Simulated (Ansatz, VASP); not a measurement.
## Two plane-wave programs on MoS2

Contents of INCAR:

```
PREC = Accurate ; ENCUT = 520
EDIFF = 1E-6 ; ISMEAR = -1
SIGMA = 0.2 ; LREAL = F
LASPH = T ; NELM = 100
ALGO = Normal ; ISIF = 2
LWAVE = F ; LCHARG = F
GGA = PS ; NBANDS = 20
```

The input KPOINTS:

```
Automatic mesh
0
Gamma
  6 6 6
```

POSCAR

```
MoS2
1.0
    0.0000000000      2.9323968606      2.9323968606
    2.9323968606      0.0000000000      2.9323968606
    2.9323968606      2.9323968606      0.0000000000
Mo S
1 2
Direct
    0.0000000000      0.0000000000      0.0000000000
    0.2500000000      0.2500000000      0.2500000000
    0.7500000000      0.7500000000      0.7500000000
```

Input for Ansatz:

```yaml
crystal:
  lattice:
    - [0.0, 2.9323968606, 2.9323968606]
    - [2.9323968606, 0.0, 2.9323968606]
    - [2.9323968606, 2.9323968606, 0.0]
  atoms:
    - { symbol: Mo, position: [0.0, 0.0, 0.0] }
    - { symbol: S, position: [0.25, 0.25, 0.25] }
    - { symbol: S, position: [0.75, 0.75, 0.75] }
kpoints:
  mp_grid: { grid: [6, 6, 6] }
hamiltonian:
  xc: pbesol
scf:
  occupations: { method: fermi_dirac, width: 0.2 }
  n_extra_bands: 4
output:
  forces: true
  stress: true
  eigenvalues: true
```

Alike in both runs: task single point; functional PBEsol; k mesh 6 × 6 × 6; occupations fermi-dirac, width 0.2 eV; no spin polarisation.

|  | VASP | Ansatz |
| --- | --- | --- |
| version | VASP 6.6.1 | Ansatz 0.2.0 |
| potentials or method | VASP PAW PBE potentials, release 64 (Mo_sv, S) | plane waves |
| plane-wave cutoff (eV) | 520 | 420 |
| valence electrons in the cell | 26 | 26 |

VASP gave:

* pressure (GPa): -3.6

Question: Which values does Ansatz return?

Answer: Pressure (GPa): -3.7.

VASP's potentials were made for PBE, not for PBEsol.
